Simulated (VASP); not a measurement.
Write the native input for VASP 6.6.1 that does the following.

| Quantity | Value |
| --- | --- |
| Task | single point |
| Functional | LDA |
| Potentials or basis | VASP PAW LDA potentials, release 64 (Br) |
| Cutoff | 520 eV |
| k mesh | 22 × 22 × 22 |
| Occupations | gaussian, width 0.15 eV |
| Spin | no spin polarisation |
| Dipole correction | no |
| Further INCAR settings | ALGO = Normal; EDIFF = 1e-06; NBANDS = 10 |

The structure of Br lies in POSCAR:

```
Br
1.0
   -1.2867684050      1.7199972000      3.5779911600
    1.2867684050     -1.7199972000      3.5779911600
    1.2867684050      1.7199972000     -3.5779911600
Br
1
Direct
    0.0000000000      0.0000000000      0.0000000000
```

One way to write it, as run:

INCAR

```
  PREC = Accurate
  ENCUT = 520
  EDIFF = 1E-6
  ISMEAR = 0
  SIGMA = 0.15
  LREAL = False
  LASPH = True
  NELM = 100
  ALGO = Normal
  ISIF = 2
  LWAVE = False
  LCHARG = False
  NBANDS = 10
```

KPOINTS

```
regular mesh
0
Gamma
  22 22 22
```

Potentials or basis: VASP PAW LDA potentials, release 64 (Br).

Run with:

```sh
$ cat potpaw_LDA.64/Br/POTCAR > POTCAR
$ mpirun -np 1 vasp_std > vasp.out
```

It gave:

| Quantity | Value |
| --- | --- |
| Pressure | -2.3 GPa |
| Band gap on the k mesh | zero (an odd number of electrons rules out a gap without spin polarisation) |

Caveat: an odd number of electrons without spin polarisation forces a metal; a magnetic or distorted state may lie lower.

It took 2.8 min on 1 thread of Intel(R) Xeon(R) 6975P-C (Granite Rapids), with other jobs on the host, peak memory 0.54 GiB.
